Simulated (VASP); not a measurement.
# CuO (P-6m2) in VASP: single point with PBE+U

Aim: the single point of CuO with PBE+U.

Program: VASP 6.6.1. These are calculated values, not measurements. Logs are shortened: lines on timing, memory, paths and dates and some standing lists are left out, and cuts for length are marked.

**1. The cell of the first run**

Symmetry: P-6m2, No. 187, hexagonal system. The conventional cell has a = 2.836 Å, b = 2.836 Å, c = 2.768 Å, α = 90.00°, β = 90.00°, γ = 120.00°. Within 2.8 Å of Cu (site symmetry -6m2) lie 6 O at 2.14 Å and 2 Cu at 2.77 Å. O (site symmetry -6m2) has 6 Cu at 2.14 Å and 2 O at 2.77 Å within 2.8 Å.

**2. Single point, PBE+U, collinear spin, ferromagnetic start**

The input, INCAR:

```
SYSTEM = CuO
PREC = Accurate
ENCUT = 520
EDIFF = 1E-6
ISMEAR = 0
SIGMA = 0.05
LREAL = .False.
LASPH = .True.
NELM = 150
ALGO = Normal
ISIF = 2
LWAVE = .False.
LCHARG = .False.
ISPIN = 2
MAGMOM = 0.44 0.44 0.67 0.67
LORBIT = 11
LMAXMIX = 4
LDAU = .True.
LDAUTYPE = 1
LDAUL = 2 -1
LDAUU = 7 0
LDAUJ = 0.7 0
LDAUPRINT = 1
GGA = PE
NBANDS = 29
```

The input, KPOINTS:

```
Automatic mesh
0
Gamma
  8 8 8
  0 0 0
```

The input, POSCAR:

```
CuO
1.0
    2.8363251100      0.0000000000      0.0000000000
   -1.4181625500      2.4563296000      2.7681127800
    0.0000000000      0.0000000000      5.5362255600
Cu O
2 2
Direct
    0.0000000000      0.0000000000      0.0000000000
    0.0000000000      0.0000000000      0.5000000000
    0.6666666667      0.3333333333      0.0833333333
    0.6666666667      0.3333333333      0.5833333333
```

Potentials or basis: VASP PAW PBE potentials, release 64 (Cu, O).

Started as:

```bash
cat potpaw_PBE.64/Cu/POTCAR potpaw_PBE.64/O/POTCAR > POTCAR
mpirun -np 1 vasp_std > vasp.out
```

OUTCAR:

```text
SYSTEM = CuO
   PREC = Accurate
   ENCUT = 520
   EDIFF = 1E-6
   ISMEAR = 0
   LREAL = .False.
   LASPH = .True.
   NELM = 150
   ISIF = 2
   ISPIN = 2
   LORBIT = 11
   GGA = PE

 ion  position               nearest neighbor table
   1  0.000  0.000  0.000-   3 2.14   4 2.14   4 2.14   3 2.14   3 2.14   4 2.14   2 2.77   2 2.77

   2  0.000  0.000  0.500-   4 2.14   3 2.14   3 2.14   4 2.14   4 2.14   3 2.14   1 2.77   1 2.77

   3  0.667  0.333  0.083-   1 2.14   2 2.14   2 2.14   1 2.14   1 2.14   2 2.14
   4  0.667  0.333  0.583-   2 2.14   1 2.14   1 2.14   2 2.14   2 2.14   1 2.14

  LATTYP: Found a body centered orthorhombic cell.
 ALAT       =     2.8363251100
 B/A-ratio  =     1.7320508085
 C/A-ratio  =     1.9519009088

  Lattice vectors:

 A1 = (   1.4181625600,   2.4563296000,  -2.7681127800)
 A2 = (  -1.4181625600,  -2.4563296000,  -2.7681127800)
 A3 = (  -1.4181625500,   2.4563296000,   2.7681127800)

Analysis of symmetry for initial positions (statically):
=====================================================================
 Subroutine PRICEL returns following result:

  LATTYP: Found a hexagonal cell.
 ALAT       =     2.8363251137
 C/A-ratio  =     0.9759504532
[... 12 lines left out ...]
 Subroutine GETGRP returns: Found  4 space group operations
 (whereof  4 operations were pure point group operations)
 out of a pool of  8 trial point group operations.

The static configuration has the point symmetry C_2v.

Analysis of symmetry for dynamics (positions and initial velocities):
=====================================================================
 Subroutine PRICEL returns following result:

  LATTYP: Found a hexagonal cell.
 ALAT       =     2.8363251137
 C/A-ratio  =     0.9759504532
[... 12 lines left out ...]
 Subroutine GETGRP returns: Found  4 space group operations
 (whereof  4 operations were pure point group operations)
 out of a pool of  8 trial point group operations.

The dynamic configuration has the point symmetry C_2v.

Analysis of structural, dynamic, and magnetic symmetry:
=====================================================================
 Subroutine PRICEL returns following result:

  LATTYP: Found a hexagonal cell.
 ALAT       =     2.8363251137
 C/A-ratio  =     0.9759504532
[... 12 lines left out ...]
 Subroutine GETGRP returns: Found  4 space group operations
 (whereof  4 operations were pure point group operations)
 out of a pool of  8 trial point group operations.

The overall configuration has the point symmetry C_2v.

 Subroutine INISYM returns: Found  4 space group operations
 (whereof  4 operations are pure point group operations),
 and found     2 'primitive' translations

----------------------------------------------------------------------------------------

                                     Primitive cell

  volume of cell :      19.2853

  direct lattice vectors                    reciprocal lattice vectors
    -1.418162560 -2.456329600  0.000000000     0.000000000 -0.407111489  0.000000000
     2.836325110  0.000000000  0.000000000     0.352568892 -0.203555745  0.000000000
     0.000000000  0.000000000  2.768112780     0.000000000  0.000000000  0.361256957

  length of vectors
     2.836325114  2.836325110  2.768112780     0.407111489  0.407111489  0.361256957

  position of ions in fractional coordinates (direct lattice)
[... 131 lines left out ...]
  0.0000  0.0000 -0.0000  0.9952  0.0000
  0.0000  0.0000 -0.0000  0.0000  0.9725

spin component  2

  0.9513  0.0000 -0.0000 -0.0000  0.0000
  0.0000  0.7821  0.0000  0.0000 -0.0000
 -0.0000  0.0000  0.9709  0.0000  0.0000
 -0.0000  0.0000  0.0000  0.7788 -0.0000
  0.0000 -0.0000  0.0000 -0.0000  0.9510

 occupancies and eigenvectors

  o =  0.7788  v =  0.0000  0.0000  0.0000  0.0000  0.0000 -0.0000  0.0000 -0.0000 -1.0000 -0.0000      0.0000  0.0000  0.0000  0.0000  0.0000  0.0000  0.0000  0.0000  0.0000  0.0000
  o =  0.7821  v =  0.0000  0.0000  0.0000  0.0000  0.0000  0.0000 -1.0000  0.0000 -0.0000  0.0000      0.0000  0.0000  0.0000  0.0000  0.0000  0.0000  0.0000  0.0000  0.0000  0.0000
  o =  0.9510  v =  0.0000  0.0000  0.0000  0.0000  0.0000  0.0000 -0.0000  0.0004  0.0000 -1.0000      0.0000  0.0000  0.0000  0.0000  0.0000  0.0000  0.0000  0.0000  0.0000  0.0000
  o =  0.9513  v =  0.0000  0.0000  0.0000  0.0000  0.0000 -1.0000 -0.0000 -0.0000  0.0000 -0.0000      0.0000  0.0000  0.0000  0.0000  0.0000  0.0000  0.0000  0.0000  0.0000  0.0000
  o =  0.9708  v =  0.0000  0.0000  1.0000  0.0000  0.0058  0.0000  0.0000  0.0000  0.0000  0.0000      0.0000  0.0000  0.0000  0.0000  0.0000  0.0000  0.0000  0.0000  0.0000  0.0000
  o =  0.9709  v =  0.0000  0.0000  0.0000  0.0000  0.0000 -0.0000  0.0000  1.0000  0.0000  0.0004      0.0000  0.0000  0.0000  0.0000  0.0000  0.0000  0.0000  0.0000  0.0000  0.0000
  o =  0.9725  v =  1.0000 -0.0000 -0.0000 -0.0000 -0.0000  0.0000  0.0000  0.0000  0.0000  0.0000      0.0000  0.0000  0.0000  0.0000  0.0000  0.0000  0.0000  0.0000  0.0000  0.0000
  o =  0.9725  v =  0.0000 -0.0000 -0.0058 -0.0000  1.0000  0.0000  0.0000  0.0000  0.0000  0.0000      0.0000  0.0000  0.0000  0.0000  0.0000  0.0000  0.0000  0.0000  0.0000  0.0000
  o =  0.9952  v =  0.0000  1.0000 -0.0000 -0.0000  0.0000  0.0000  0.0000  0.0000  0.0000  0.0000      0.0000  0.0000  0.0000  0.0000  0.0000  0.0000  0.0000  0.0000  0.0000  0.0000
  o =  0.9952  v =  0.0000  0.0000  0.0000  1.0000  0.0000  0.0000  0.0000  0.0000  0.0000  0.0000      0.0000  0.0000  0.0000  0.0000  0.0000  0.0000  0.0000  0.0000  0.0000  0.0000

atom =   2  type =  1  l = 2

 onsite density matrix

spin component  1

  0.9725  0.0000 -0.0000  0.0000  0.0000
  0.0000  0.9952 -0.0000  0.0000  0.0000
 -0.0000 -0.0000  0.9708 -0.0000 -0.0000
  0.0000  0.0000 -0.0000  0.9952  0.0000
  0.0000  0.0000 -0.0000  0.0000  0.9725

spin component  2

  0.9513  0.0000 -0.0000 -0.0000  0.0000
  0.0000  0.7821  0.0000  0.0000 -0.0000
 -0.0000  0.0000  0.9709  0.0000  0.0000
 -0.0000  0.0000  0.0000  0.7788 -0.0000
  0.0000 -0.0000  0.0000 -0.0000  0.9510

 occupancies and eigenvectors

  o =  0.7788  v =  0.0000  0.0000  0.0000  0.0000  0.0000 -0.0000  0.0000 -0.0000 -1.0000  0.0000      0.0000  0.0000  0.0000  0.0000  0.0000  0.0000  0.0000  0.0000  0.0000  0.0000
  o =  0.7821  v =  0.0000  0.0000  0.0000  0.0000  0.0000  0.0000 -1.0000 -0.0000 -0.0000 -0.0000      0.0000  0.0000  0.0000  0.0000  0.0000  0.0000  0.0000  0.0000  0.0000  0.0000
  o =  0.9510  v =  0.0000  0.0000  0.0000  0.0000  0.0000  0.0000  0.0000  0.0004  0.0000 -1.0000      0.0000  0.0000  0.0000  0.0000  0.0000  0.0000  0.0000  0.0000  0.0000  0.0000
  o =  0.9513  v =  0.0000  0.0000  0.0000  0.0000  0.0000 -1.0000 -0.0000 -0.0000  0.0000 -0.0000      0.0000  0.0000  0.0000  0.0000  0.0000  0.0000  0.0000  0.0000  0.0000  0.0000
  o =  0.9708  v =  0.0000  0.0000  1.0000  0.0000  0.0058  0.0000  0.0000  0.0000  0.0000  0.0000      0.0000  0.0000  0.0000  0.0000  0.0000  0.0000  0.0000  0.0000  0.0000  0.0000
  o =  0.9709  v =  0.0000  0.0000  0.0000  0.0000  0.0000 -0.0000 -0.0000  1.0000  0.0000  0.0004      0.0000  0.0000  0.0000  0.0000  0.0000  0.0000  0.0000  0.0000  0.0000  0.0000
  o =  0.9725  v =  1.0000 -0.0000 -0.0000 -0.0000 -0.0000  0.0000  0.0000  0.0000  0.0000  0.0000      0.0000  0.0000  0.0000  0.0000  0.0000  0.0000  0.0000  0.0000  0.0000  0.0000
  o =  0.9725  v =  0.0000 -0.0000 -0.0058 -0.0000  1.0000  0.0000  0.0000  0.0000  0.0000  0.0000      0.0000  0.0000  0.0000  0.0000  0.0000  0.0000  0.0000  0.0000  0.0000  0.0000
  o =  0.9952  v =  0.0000  1.0000 -0.0000 -0.0000  0.0000  0.0000  0.0000  0.0000  0.0000  0.0000      0.0000  0.0000  0.0000  0.0000  0.0000  0.0000  0.0000  0.0000  0.0000  0.0000
  o =  0.9952  v =  0.0000  0.0000 -0.0000  1.0000  0.0000  0.0000  0.0000  0.0000  0.0000  0.0000      0.0000  0.0000  0.0000  0.0000  0.0000  0.0000  0.0000  0.0000  0.0000  0.0000

 number of electron      34.0000001 magnetization       2.0001302

 Free energy of the ion-electron system (eV)
  ---------------------------------------------------
  ext. energy  EPLUGINS =         0.00000000
  ---------------------------------------------------
  free energy    TOTEN  =       -14.32629701 eV

  energy without entropy =      -14.32551442  energy(sigma->0) =      -14.32590572

 E-fermi :   5.0504     XC(G=0): -12.2693

 val. band max:        5.0457329596   @ k =   0.2500   0.0000   0.2500
 cond. band min:       5.0593788840   @ k =   0.0000   0.1250   0.0000
 fundamental gap:      0.0136459244
 Fermi energy:         5.0503857030

 spin component 1

 k-point     1 :       0.0000    0.0000    0.0000
  band No.  band energies     occupation
      1     -14.0493      1.00000
      2     -12.5050      1.00000
      3      -1.0928      1.00000
      4      -0.6725      1.00000
      5      -0.3525      1.00000
      6       0.5414      1.00000
[... 1529 lines left out ...]
     28      24.1099      0.00000
     29      28.6574      0.00000

 [... further k-points ...]
[... 5 lines left out ...]
  --------------------------------------------------------------------------------------
  -------------------------------------------------------------------------------------
  Total        0.2279643      0.2444143     -2.2796594      0.0000000      0.0000000      0.0000000
  in kB        9.4693670     10.1526823    -94.6943621      0.0000000      0.0000000      0.0000000
  external PRESSURE =     -25.0241043 kB  Pullay stress =       0.0000000 kB

 VOLUME and BASIS-vectors are now :
 -----------------------------------------------------------------------------
  energy-cutoff  :      520.00
  volume of cell :       38.57
      direct lattice vectors                 reciprocal lattice vectors
     2.836325110  0.000000000  0.000000000     0.352568892  0.203555744  0.000000000
    -1.418162550  2.456329600  2.768112780     0.000000000  0.407111489  0.000000000
     0.000000000  0.000000000  5.536225560     0.000000000 -0.203555744  0.180628479

 POSITION                                       TOTAL-FORCE (eV/Angst)
 -----------------------------------------------------------------------------------
      0.00000      0.00000      0.00000         0.000000      0.015144      0.000000
      0.00000      0.00000      2.76811         0.000000      0.015144      0.000000
      1.41816      0.81878      1.38406        -0.000000     -0.015144     -0.000000
      1.41816      0.81878      4.15217        -0.000000     -0.015144     -0.000000
 -----------------------------------------------------------------------------------
    total drift:                                0.000001     -0.001050     -0.000002

  FREE ENERGIE OF THE ION-ELECTRON SYSTEM (eV)
  ---------------------------------------------------
  free  energy   TOTEN  =       -14.3262970119 eV

  energy  without entropy=      -14.3255144201  energy(sigma->0) =      -14.32590572

 total charge

# of ion       s       p       d       tot
------------------------------------------
    1        0.286   0.301   9.318   9.906
    2        0.286   0.301   9.318   9.906
    3        1.583   3.302   0.000   4.885
    4        1.583   3.302   0.000   4.885
--------------------------------------------------
tot          3.738   7.207  18.637  29.582

 magnetization (x)

# of ion       s       p       d       tot
------------------------------------------
    1       -0.013  -0.005   0.473   0.454
    2       -0.013  -0.005   0.473   0.454
    3        0.006   0.494   0.000   0.500
    4        0.006   0.494   0.000   0.500
--------------------------------------------------
tot         -0.014   0.977   0.945   1.908
```

It took 7.6 min on 1 thread of Oxide Virtual Turin-like, shared host; peak memory 0.26 GiB.

What came out:

| Property | Result |
| --- | --- |
| Free energy | -14.3263 eV |
| Pressure | -2.5 GPa |
| Largest force | 0.015 eV/Å |
| Band gap on the k mesh | zero (filled and empty bands overlap) |
| Net moment | 2.00 μB per cell |
| Site moments | Cu +0.45; O +0.50 μB |
| Valence electrons inside the program's atomic spheres | Cu 9.91; O 4.88 |

Forces in eV/Å, atoms in the order of the input:
```
Cu   0.000  0.015  0.000
Cu   0.000  0.015  0.000
O    0.000 -0.015  0.000
O    0.000 -0.015  0.000
```

Eigenvalues of the final occupation matrices:
```
    site  spin  trace               eigenvalues
site 1 d     1   4.91  0.97 0.97 0.97 1.00 1.00
site 1 d     2   4.43  0.78 0.78 0.95 0.95 0.97
site 2 d     1   4.91  0.97 0.97 0.97 1.00 1.00
site 2 d     2   4.43  0.78 0.78 0.95 0.95 0.97
```
